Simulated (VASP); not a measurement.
# W: single point with LDA

The system is W.

```
CELL_PARAMETERS angstrom
0.00000 -1.98648 -1.98648
0.00000 1.98648 -1.98648
3.97296 0.00000 0.00000
ATOMIC_POSITIONS crystal
W 0.53051 0.46949 0.48288
W 0.96949 0.03051 0.01712
```

This cell differs from its parent crystal: atoms displaced along a vibrational mode.

```json
{
  "Program": "VASP 6.6.1",
  "Task": "single point",
  "Functional": "LDA",
  "Potentials or basis": "VASP PAW LDA potentials, release 64 (W_sv)",
  "Cutoff": "500 eV",
  "k mesh": "16 × 16 × 12",
  "Occupations": "gaussian, width 0.15 eV",
  "Spin": "no spin polarisation",
  "Dipole correction": "no",
  "Further INCAR settings": "ALGO = Normal; EDIFF = 1e-06; NBANDS = 21"
}
```

The pressure is 7.9 GPa, the largest force is 1.923 eV/Å and the band gap on the k mesh is zero (bands 14 and 15 overlap by 3.98 eV).

Forces in eV/Å, atoms in the order of the input:
```
W    1.748  0.803  0.000
W   -1.748 -0.803  0.000
```

Stress tensor (GPa, compression positive):
```
 5.13 -4.55  0.00
-4.55  6.34  0.00
 0.00  0.00 12.22
```

Levels at points of the mesh, in eV from the Fermi level:
| k point | band 10 | band 11 | band 12 | band 13 | band 14 | band 15 | band 16 | band 17 | band 18 | band 19 |
| --- | --- | --- | --- | --- | --- | --- | --- | --- | --- | --- |
| (0.00, 0.00, 0.00) | -5.85 | -4.87 | -1.01 | -0.75 | -0.38 | 2.01 | 2.72 | 4.02 | 5.01 | 5.36 |
| (0.50, 0.00, 0.00) | -4.03 | -2.92 | -2.28 | -2.15 | -1.17 | 0.62 | 0.84 | 2.06 | 3.48 | 6.33 |
| (0.50, 0.50, 0.00) | -5.78 | -4.86 | -4.69 | 2.75 | 3.43 | 5.00 | 5.48 | 5.93 | 5.93 | 6.19 |
| (0.00, 0.00, 0.50) | -5.99 | -3.88 | -2.92 | -1.20 | 0.24 | 1.62 | 1.67 | 2.11 | 2.29 | 3.58 |
| (0.50, 0.00, 0.50) | -5.81 | -1.25 | -1.24 | -0.84 | -0.65 | 0.93 | 0.99 | 4.82 | 4.90 | 5.28 |
| (0.50, 0.50, 0.50) | -4.19 | -2.47 | -2.35 | -1.77 | -1.67 | 1.55 | 1.66 | 6.03 | 6.12 | 9.29 |

Wall time 7.4 min on 1 thread of Intel Xeon 8259CL (shared host), peak memory 0.46 GiB.

Caveat: the cell differs from its parent crystal (atoms displaced along a vibrational mode); the cell stands under pressure; spin-orbit coupling is left out, which moves the levels of the heavy elements; forces of over 1 eV/Å act on the atoms, so gaps and moduli don't describe the material at rest.
